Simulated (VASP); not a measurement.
# GaH6: single point with PBE

GaH6:

```
Ga H
1.0
    -2.10987    2.10987    2.10987
     2.10987   -2.10987    2.10987
     2.10987    2.10987   -2.10987
Ga H
1 6
Direct
  0.00000 0.00000 0.00000
  0.50000 0.25000 0.75000
  0.50000 0.75000 0.25000
  0.75000 0.50000 0.25000
  0.25000 0.50000 0.75000
  0.25000 0.75000 0.50000
  0.75000 0.25000 0.50000
```

```
Program                : VASP 6.6.1
Task                   : single point
Functional             : PBE
Potentials or basis    : VASP PAW PBE potentials, release 64 (Ga_d, H)
Cutoff                 : 520 eV
k mesh                 : 4 × 4 × 4
Occupations            : gaussian, width 0.1 eV
Spin                   : no spin polarisation
Dipole correction      : no
Further INCAR settings : ALGO = Normal; EDIFF = 1e-06; NBANDS = 18
```

The pressure is 0.1 GPa.

Levels at points of the mesh, in eV from the Fermi level:
```
           k point  band 8  band 9  band 10  band 11  band 12  band 13
(0.00, 0.00, 0.00)    0.00    0.00     2.23     2.23     2.75     5.04
(0.50, 0.00, 0.00)   -2.13   -1.20    -1.11     1.99     5.27     6.64
(0.50, 0.50, 0.50)   -3.97   -3.97    -3.97    -3.34     8.05     8.05
```

Wall time 15 s on 1 thread of Intel(R) Xeon(R) Platinum 8259CL CPU @ 2.50GHz (Skylake/Cascade Lake), on a shared host, peak memory 0.15 GiB.

Caveat: the k points lie up to 0.53 Å⁻¹ apart.
